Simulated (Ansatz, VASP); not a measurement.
MnO in VASP and in Ansatz

```
CELL_PARAMETERS angstrom
0.00000 2.22300 2.22300
2.22300 0.00000 2.22300
2.22300 2.22300 0.00000
ATOMIC_POSITIONS crystal
Mn 0.00000 0.00000 0.00000
O 0.50000 0.50000 0.50000
```

Alike in both runs: task single point; functional PBEsol; k mesh 5 × 5 × 5; occupations gaussian, width 0.2 eV; collinear spin; Hubbard terms Mn d U = 3.0 eV.

|  | VASP | Ansatz |
| --- | --- | --- |
| version | VASP 6.6.1 | Ansatz 0.2.0 |
| potentials or method | VASP PAW PBE potentials, release 64 (Mn_sv, O) | plane waves, PAW |
| plane-wave cutoff (eV) | 700 | 420 |
| valence electrons in the cell | 21 | 21 |

VASP gave:

| Item | Value |
| --- | --- |
| gap on the k mesh at the Fermi level (eV) | none |
| net moment per atom (μB) | 2.50 |
| size of the moment on the site where the two differ most (μB) | 4.44 |

Question: What did Ansatz give for the same quantities?

Answer: gap on the k mesh at the Fermi level (eV): none; net moment per atom (μB): 2.50; size of the moment on the site where the two differ most (μB): 4.25.

VASP's potentials were made for PBE, not for PBEsol. Site moments also hang on the region over which each program counts them. The programs project onto different local orbitals, so the same U acts differently, and such runs can settle in different states. A gap of «none» marks a metal or a gap that the smearing closes. Ansatz's warnings: filled band counts differ across k points, given moment on shells.

The k mesh is coarse, so the values compare programs but aren't converged.
